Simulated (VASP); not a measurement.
# Mg in VASP: notebook

The runs below take Mg through electric field gradients, with PBEsol.

Everything below comes from runs of VASP 6.6.1. Logs are shortened: lines on timing, memory, paths and dates and some standing lists are left out, and cuts for length are marked.

**1. The cell of the first run**

It takes space group P6_3/mmc (No. 194, hexagonal). Conventional cell: a = 3.209 Å, b = 3.209 Å, c = 5.054 Å, α = 90.00°, β = 90.00°, γ = 120.00°. Mg (site symmetry -6m2) has 12 Mg at 3.13 to 3.21 Å within 4.1 Å.

**2. Electric field gradients, PBEsol (zz strain of -3 %)**

The input, INCAR:

```
SYSTEM = Mg
  PREC = Accurate
  ENCUT = 520
  EDIFF = 1E-8
  ISMEAR = -1
  SIGMA = 0.08
  LREAL = .FALSE.
  LASPH = .TRUE.
  NELM = 80
  ALGO = Normal
  ISIF = 2
  LWAVE = .FALSE.
  LCHARG = .FALSE.
  GGA = PS
  LEFG = .TRUE.
  NBANDS = 9
```

The input, KPOINTS:

```
Automatic mesh
0
G
  12 12 7
  0 0 0
```

The input, POSCAR:

```
Mg
1.0
    3.2092715325      0.0000000000      0.0000000000
   -1.6046357662      2.7793106748      0.0000000000
    0.0000000000      0.0000000000      5.0540201000
Mg
2
Direct
    0.3333333333      0.6666666667      0.2500000000
    0.6666666667      0.3333333333      0.7500000000
```

Potentials or basis: VASP PAW PBE potentials, release 64 (Mg).

Command:

```sh
> cat potpaw_PBE.64/Mg/POTCAR > POTCAR
> mpirun -np 1 vasp_std > vasp.out
```

OUTCAR:

```text
SYSTEM = Mg
   PREC = Accurate
   ENCUT = 520
   EDIFF = 1E-8
   ISMEAR = -1
   LREAL = .FALSE.
   LASPH = .TRUE.
   NELM = 80
   ISIF = 2
   GGA = PS

 ion  position               nearest neighbor table
   1  0.333  0.667  0.250-   2 3.13   2 3.13   2 3.13   2 3.13   2 3.13   2 3.13
   2  0.667  0.333  0.750-   1 3.13   1 3.13   1 3.13   1 3.13   1 3.13   1 3.13

  LATTYP: Found a hexagonal cell.
 ALAT       =     3.2092715325
 C/A-ratio  =     1.5748184748

  Lattice vectors:

 A1 = (   3.2092715325,   0.0000000000,   0.0000000000)
 A2 = (  -1.6046357662,   2.7793106748,   0.0000000000)
 A3 = (   0.0000000000,   0.0000000000,   5.0540201000)

Analysis of symmetry for initial positions (statically):
=====================================================================
 Subroutine PRICEL returns:
 Original cell was already a primitive cell.

 Routine SETGRP: Setting up the symmetry group for a
 hexagonal supercell.

 Subroutine GETGRP returns: Found 24 space group operations
 (whereof 12 operations were pure point group operations)
 out of a pool of 24 trial point group operations.

The static configuration has the point symmetry D_3d.
 The point group associated with its full space group is D_6h.

Analysis of symmetry for dynamics (positions and initial velocities):
=====================================================================
 Subroutine PRICEL returns:
 Original cell was already a primitive cell.

 Routine SETGRP: Setting up the symmetry group for a
 hexagonal supercell.

 Subroutine GETGRP returns: Found 24 space group operations
 (whereof 12 operations were pure point group operations)
 out of a pool of 24 trial point group operations.

The dynamic configuration has the point symmetry D_3d.
 The point group associated with its full space group is D_6h.

 Subroutine INISYM returns: Found 24 space group operations
 (whereof 12 operations are pure point group operations),
 and found     1 'primitive' translations

----------------------------------------------------------------------------------------

                                     Primitive cell

  volume of cell :      45.0796

  direct lattice vectors                    reciprocal lattice vectors
     3.209271532  0.000000000  0.000000000     0.311597193  0.179900723  0.000000000
[... 128 lines left out ...]
  ext. energy  EPLUGINS =         0.00000000
  ---------------------------------------------------
  free energy    TOTEN  =        -3.45584435 eV

  energy without entropy =       -3.43983275  energy(sigma->0) =       -3.44783855

 E-fermi :   2.6371     XC(G=0):  -8.5908

 val. band max:        2.6293198926   @ k =   0.1667   0.0833   0.0000
 cond. band min:       2.7275368107   @ k =   0.4167   0.0000   0.2857
 fundamental gap:      0.0982169181
 Fermi energy:         2.6370647334

 k-point     1 :       0.0000    0.0000    0.0000
  band No.  band energies     occupation
      1      -4.3209      2.00000
      2       1.1374      2.00000
      3       1.7367      1.99997
      4      13.3966      0.00000
      5      13.3966      0.00000
      6      13.4775      0.00000
      7      13.4775      0.00000
      8      14.6983      0.00000
      9      15.9663      0.00000
[... 265 lines left out ...]
 k-point    24 :       0.3333    0.0000    0.1429
  band No.  band energies     occupation
      1      -2.0572      2.00000
      2       1.9283      1.99972
      3       4.0565      0.00000
      4       5.4041      0.00000
      5       7.9626      0.00000
      6       9.9036      0.00000
      7      10.2947      0.00000
      8      12.2151      0.00000
      9      13.4117      0.00000

 [... further k-points ...]
[... 5 lines left out ...]
  --------------------------------------------------------------------------------------
  -------------------------------------------------------------------------------------
  Total       -0.1105051     -0.1105051      0.1560220     -0.0000000      0.0000000      0.0000000
  in kB       -3.9274654     -3.9274654      5.5451847     -0.0000000      0.0000000      0.0000000
  external PRESSURE =      -0.7699154 kB  Pullay stress =       0.0000000 kB

 VOLUME and BASIS-vectors are now :
 -----------------------------------------------------------------------------
  energy-cutoff  :      520.00
  volume of cell :       45.08
      direct lattice vectors                 reciprocal lattice vectors
     3.209271532  0.000000000  0.000000000     0.311597193  0.179900723  0.000000000
    -1.604635766  2.779310675  0.000000000     0.000000000  0.359801446  0.000000000
     0.000000000  0.000000000  5.054020100     0.000000000  0.000000000  0.197862292

 POSITION                                       TOTAL-FORCE (eV/Angst)
 -----------------------------------------------------------------------------------
     -0.00000      1.85287      1.26351         0.000000     -0.000000      0.000000
      1.60464      0.92644      3.79052        -0.000000      0.000000      0.000000
 -----------------------------------------------------------------------------------
    total drift:                               -0.000000      0.000000     -0.000000

  FREE ENERGIE OF THE ION-ELECTRON SYSTEM (eV)
  ---------------------------------------------------
  free  energy   TOTEN  =        -3.4558443537 eV

  energy  without entropy=       -3.4398327453  energy(sigma->0) =       -3.44783855

 Electric field gradients (V/A^2)
---------------------------------------------------------------------
 ion       V_xx      V_yy      V_zz      V_xy      V_xz      V_yz
---------------------------------------------------------------------
   1       0.324     0.324    -0.647    -0.000     0.000    -0.000
   2       0.324     0.324    -0.647    -0.000    -0.000     0.000
---------------------------------------------------------------------

 Electric field gradients after diagonalization (V/A^2)
 (convention: |V_zz| > |V_xx| > |V_yy|)
----------------------------------------------------------------------
 ion       V_xx      V_yy      V_zz     asymmetry (V_yy - V_xx)/ V_zz
----------------------------------------------------------------------
   1       0.324     0.324    -0.647       0.000
   2       0.324     0.324    -0.647       0.000
----------------------------------------------------------------------

           NMR quadrupolar parameters

 Cq : quadrupolar parameter    Cq=e*Q*V_zz/h
 eta: asymmetry parameters     (V_yy - V_xx)/ V_zz
 Q  : nuclear electric quadrupole moment in mb (millibarn)
----------------------------------------------------------------------
 ion       Cq(MHz)       eta       Q (mb)
----------------------------------------------------------------------
   1      -0.002       0.000       1.000
   2      -0.002       0.000       1.000
----------------------------------------------------------------------
```

OSZICAR:

```text
N       E                     dE             d eps       ncg     rms          rms(c)
DAV:   1    -0.536057551000E+00   -0.53606E+00   -0.12294E+03  1368   0.310E+02
DAV:   2    -0.344079193851E+01   -0.29047E+01   -0.28060E+01  1867   0.284E+01
DAV:   3    -0.347581024600E+01   -0.35018E-01   -0.34954E-01  1808   0.268E+00
DAV:   4    -0.347590521138E+01   -0.94965E-04   -0.94963E-04  1730   0.137E-01
DAV:   5    -0.347590570654E+01   -0.49516E-06   -0.49494E-06  1726   0.938E-03    0.966E-01
DAV:   6    -0.346538565897E+01    0.10520E-01   -0.53820E-04  1552   0.153E-01    0.615E-01
DAV:   7    -0.345583967311E+01    0.95460E-02   -0.22678E-03  1436   0.278E-01    0.314E-02
DAV:   8    -0.345584481951E+01   -0.51464E-05   -0.17884E-05  1954   0.260E-02    0.644E-03
DAV:   9    -0.345584450222E+01    0.31728E-06   -0.91932E-07  1494   0.413E-03    0.565E-04
DAV:  10    -0.345584437461E+01    0.12761E-06   -0.44426E-09  1862   0.356E-04    0.161E-04
DAV:  11    -0.345584435502E+01    0.19590E-07   -0.32089E-10   842   0.130E-04    0.107E-05
DAV:  12    -0.345584435370E+01    0.13195E-08   -0.85042E-12   784   0.158E-05
   1 F= -.34558444E+01 E0= -.34478385E+01  d E =-.160116E-01
```

It took 11 s on 1 thread of Intel Xeon Platinum 8559C (Emerald Rapids), shared host; peak memory 0.17 GiB.

What came out:

- Free energy: -3.4558 eV
- Pressure: -0.1 GPa
- Band gap on the k mesh: zero (band 2 reaches 3.60 eV, above the bottom of band 3 at 1.74 eV)

Levels at points of the mesh, in eV from the Fermi level:
```csv
k point,band 1,band 2,band 3,band 4,band 5,band 6
"(0.00, 0.00, 0.00)",-6.96,-1.50,-0.90,10.76,10.76,10.84
"(0.50, 0.00, 0.00)",-2.20,-2.20,2.78,3.15,3.59,3.92
```

Electric field gradients, principal values (V/Å²):
| atom | least | middle | greatest (by size) |
| --- | --- | --- | --- |
| 1 Mg | 0.324 | 0.324 | -0.647 |
| 2 Mg | 0.324 | 0.324 | -0.647 |

Caveat: the cell differs from its parent crystal (zz strain of -3 %); without QUAD_EFG the Cq values of the log hold for a quadrupole moment of 1 mb, not for the nuclei; the PAW data sets were made with another functional, which shifts forces and pressure a little.

**3. Electric field gradients, PBEsol (zz strain of -3 %)**

The input, INCAR:

```
PREC     = Accurate       # precision mode
ENCUT    = 520            # plane-wave cutoff, eV
EDIFF    = 1E-8           # SCF threshold, eV
ISMEAR   = -1             # smearing method
SIGMA    = 0.08           # smearing width, eV
LREAL    = False          # projectors in reciprocal space
LASPH    = True           # aspherical terms in the spheres
NELM     = 60             # most SCF steps
ALGO     = Normal         # electronic algorithm
ISIF     = 2              # what is computed and relaxed
LWAVE    = False          # write WAVECAR
LCHARG   = False          # write CHGCAR
GGA      = PS             # functional
LEFG     = True         
NBANDS   = 9              # bands
```

The input, KPOINTS:

```
regular mesh
0
Gamma
  12 12 7
```

POSCAR is that of step 2.

Potentials or basis: VASP PAW PBE potentials, release 64 (Mg).

Command:

```sh
> cat potpaw_PBE.64/Mg/POTCAR > POTCAR
> mpirun -np 1 vasp_std > vasp.out
```

OUTCAR:

```text
PREC = Accurate
   ENCUT = 520
   EDIFF = 1E-8
   ISMEAR = -1
   LREAL = False
   LASPH = True
   NELM = 60
   ISIF = 2
   GGA = PS

 ion  position               nearest neighbor table
   1  0.333  0.667  0.250-   2 3.13   2 3.13   2 3.13   2 3.13   2 3.13   2 3.13
   2  0.667  0.333  0.750-   1 3.13   1 3.13   1 3.13   1 3.13   1 3.13   1 3.13

  LATTYP: Found a hexagonal cell.
 ALAT       =     3.2092715325
 C/A-ratio  =     1.5748184748

  Lattice vectors:

 A1 = (   3.2092715325,   0.0000000000,   0.0000000000)
[... 503 lines left out ...]
  ---------------------------------------------------
  free  energy   TOTEN  =        -3.4558443537 eV

  energy  without entropy=       -3.4398327453  energy(sigma->0) =       -3.44783855

 Electric field gradients (V/A^2)
---------------------------------------------------------------------
 ion       V_xx      V_yy      V_zz      V_xy      V_xz      V_yz
---------------------------------------------------------------------
   1       0.324     0.324    -0.647    -0.000     0.000    -0.000
   2       0.324     0.324    -0.647    -0.000    -0.000     0.000
---------------------------------------------------------------------

 Electric field gradients after diagonalization (V/A^2)
 (convention: |V_zz| > |V_xx| > |V_yy|)
----------------------------------------------------------------------
 ion       V_xx      V_yy      V_zz     asymmetry (V_yy - V_xx)/ V_zz
----------------------------------------------------------------------
   1       0.324     0.324    -0.647       0.000
   2       0.324     0.324    -0.647       0.000
----------------------------------------------------------------------

           NMR quadrupolar parameters

 Cq : quadrupolar parameter    Cq=e*Q*V_zz/h
 eta: asymmetry parameters     (V_yy - V_xx)/ V_zz
 Q  : nuclear electric quadrupole moment in mb (millibarn)
----------------------------------------------------------------------
 ion       Cq(MHz)       eta       Q (mb)
----------------------------------------------------------------------
   1      -0.002       0.000       1.000
   2      -0.002       0.000       1.000
----------------------------------------------------------------------
```

Wall time 11 s (1 thread of Intel Xeon Platinum 8559C (Emerald Rapids), shared host); peak memory 0.17 GiB.

Results:

| Quantity | Value |
| --- | --- |
| Free energy | -3.4558 eV |
| Pressure | -0.1 GPa |
| Band gap on the k mesh | zero (band 2 reaches 3.60 eV, above the bottom of band 3 at 1.74 eV) |

Electric field gradients, principal values (V/Å²):
| atom | least | middle | greatest (by size) |
| --- | --- | --- | --- |
| 1 Mg | 0.324 | 0.324 | -0.647 |
| 2 Mg | 0.324 | 0.324 | -0.647 |

Caveat: the cell differs from its parent crystal (zz strain of -3 %); without QUAD_EFG the Cq values of the log hold for a quadrupole moment of 1 mb, not for the nuclei; the PAW data sets were made with another functional, which shifts forces and pressure a little.

(Part 1 of 2 ends here.)
